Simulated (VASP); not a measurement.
Set up this calculation in VASP 6.6.1, as the native input.

| Item | Value |
| --- | --- |
| Task | single point |
| Functional | PBE-based screened hybrid |
| Potentials or basis | VASP PAW PBE potentials, release 64 (B, P) |
| Cutoff | 520 eV |
| k mesh | 4 × 4 × 4 |
| Occupations | gaussian, width 0.01 eV |
| Spin | no spin polarisation |
| Dipole correction | no |
| Grid for exact exchange (PRECFOCK) | Normal |
| Share of exact exchange | 0.05 |
| Further INCAR settings | ALGO = Normal; EDIFF = 1e-07; NBANDS = 11 |
| Screening parameter | 0.3 1/Å |

The system is BP.

```
B P
1.0
     0.00000    2.26832    2.26832
     2.26832    0.00000    2.26832
     2.26832    2.26832    0.00000
B P
1 1
Direct
  0.00000 0.00000 0.00000
  0.25000 0.25000 0.25000
```

The input as run:

POSCAR

```
BP
1.0
    0.0000000000      2.2683156724      2.2683156724
    2.2683156724      0.0000000000      2.2683156724
    2.2683156724      2.2683156724      0.0000000000
B P
1 1
Direct
    0.0000000000      0.0000000000      0.0000000000
    0.2500000000      0.2500000000      0.2500000000
```

INCAR.step1

```
SYSTEM = BP
ALGO = Normal ; EDIFF = 1E-5
ENCUT = 520 ; GGA = PE
ISIF = 2 ; ISMEAR = 0
LASPH = .TRUE. ; LCHARG = .FALSE.
LREAL = .FALSE. ; LWAVE = .TRUE.
NBANDS = 11 ; NELM = 100
PREC = Accurate ; SIGMA = 0.01
```

INCAR.step2

```
SYSTEM = BP
AEXX = 0.05 ; ALGO = Normal
EDIFF = 1E-7 ; ENCUT = 520
GGA = PE ; HFSCREEN = 0.3
ISIF = 2 ; ISMEAR = 0
ISTART = 1 ; LASPH = .TRUE.
LCHARG = .FALSE. ; LHFCALC = .TRUE.
LREAL = .FALSE. ; LWAVE = .FALSE.
NBANDS = 11 ; NELM = 100
PREC = Accurate ; PRECFOCK = Normal
SIGMA = 0.01
```

KPOINTS

```
k-points
0
G
  4 4 4
  0 0 0
```

Potentials or basis: VASP PAW PBE potentials, release 64 (B, P).

Run with:

```bash
$ cat potpaw_PBE.64/B/POTCAR potpaw_PBE.64/P/POTCAR > POTCAR
$ cp INCAR.step1 INCAR
$ mpirun -np 1 vasp_std > vasp.out
$ cp INCAR.step2 INCAR
$ mpirun -np 1 vasp_std > vasp.out
```

It gave:

| Quantity | Value |
| --- | --- |
| Pressure | 1.6 GPa |
| Band gap on the k mesh | 1.42 eV, indirect (least direct gap 3.53 eV) |

Caveat: the k points lie up to 0.60 Å⁻¹ apart; the PAW data sets were made with another functional, which shifts forces and pressure a little.

It took 87 s on 1 thread of AMD EPYC 7R13 Processor (Zen 3), with other jobs on the host, peak memory 0.2 GiB.
